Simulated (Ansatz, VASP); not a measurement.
## ZrS2 in VASP and in Ansatz

File INCAR:

```
SYSTEM = ZrS2
ALGO = Normal ; EDIFF = 1E-7
EDIFFG = -0.008 ; ENCUT = 450
GGA = PS ; GGA_COMPAT = .False.
IBRION = 2 ; ISIF = 2
ISMEAR = 0 ; LASPH = .True.
LCHARG = .False. ; LREAL = .False.
LWAVE = .False. ; NELM = 120
NELMIN = 4 ; NSW = 60
PREC = Accurate ; SIGMA = 0.02
```

KPOINTS

```
k-points
0
Gamma
  12 12 6
  0 0 0
```

Contents of POSCAR:

```
ZrS2
1.0
    3.6273720858      0.0000000000      0.0000000000
   -1.8136860429      3.1413963753      0.0000000000
    0.0000000000      0.0000000000      6.0044963876
Zr S
1 2
Direct
    0.0000000000      0.0000000000      0.0000000000
    0.6666666667      0.3333333333      0.7555429918
    0.3333333333      0.6666666667      0.2444570082
```

Input for Ansatz:

```yaml
crystal:
  lattice:
    - [3.6273720858, 0.0, 0.0]
    - [-1.8136860429, 3.1413963753, 0.0]
    - [0.0, 0.0, 6.0044963876]
  atoms:
    - { symbol: Zr, position: [0.0, 0.0, 0.0] }
    - { symbol: S, position: [0.6666666667, 0.3333333333, 0.7555429918] }
    - { symbol: S, position: [0.3333333333, 0.6666666667, 0.2444570082] }
basis:
  ecutwfc: 420
kpoints:
  mp_grid: { grid: [12, 12, 6] }
hamiltonian:
  xc: pbesol
scf:
  occupations: { method: gaussian, width: 0.02 }
output:
  forces: true
  stress: true
  eigenvalues: true
relax:
  adjacent_minimum: "off"
  f_tol: 0.008
  max_steps: 40
```

Change from the starting cell: strain along c alone, the other axes held, atoms relaxed: +2.0 %.

Alike in both runs: task relaxation of the atoms; functional PBEsol; k mesh 12 × 12 × 6; occupations gaussian, width 0.02 eV; no spin polarisation.

```csv
,VASP,Ansatz
version,VASP 6.6.1,Ansatz 0.2.0
potentials or method,"VASP PAW PBE potentials, release 64 (Zr_sv, S), cutoff 450 eV","scalar-relativistic, plane waves, PAW"
valence electrons in the cell,24,24
```

```csv
,VASP,Ansatz,Ansatz less VASP
"gap on the k mesh at the Fermi level, each at its own relaxed structure (eV)",0.85,0.85,+0.008
```

VASP's potentials were made for PBE, not for PBEsol. Ansatz's warnings: stress scf threshold loose.
